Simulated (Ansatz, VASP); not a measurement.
## One calculation of Y, two programs

```
Y
1.0
     0.00000    2.49121    2.49121
     2.48500    0.00621    2.48500
     2.48500    2.48500    0.00621
Y
1
Direct
  0.00000 0.00000 0.00000
```

Change from the starting cell: strain +0.0050 x Voigt [0, 0, 0, 1, 0, 0], atoms carried along.

Alike in both runs: task single point; functional r2SCAN; k mesh 16 × 16 × 16; occupations gaussian, width 0.15 eV; no spin polarisation.

```csv
,VASP,Ansatz
version,VASP 6.6.1,Ansatz 0.2.0
potentials or method,"VASP PAW PBE potentials, release 64 (Y_sv), cutoff 520 eV","scalar-relativistic, plane waves, PAW"
valence electrons in the cell,11,11
```

|  | VASP | Ansatz | Ansatz less VASP |
| --- | --- | --- | --- |
| gap on the k mesh at the Fermi level (eV) | none | none | - |
| pressure (GPa) | 3.4 | 3.3 | -0.07 |
| traceless stress, the component that is largest in VASP (GPa) | -0.16 | -0.17 | 0.000 |

VASP's potentials were made for PBE, not for r2SCAN. A gap of «none» marks a metal or a gap that the smearing closes. The functional is the same, so the differences come from potentials, cutoffs and numerics.
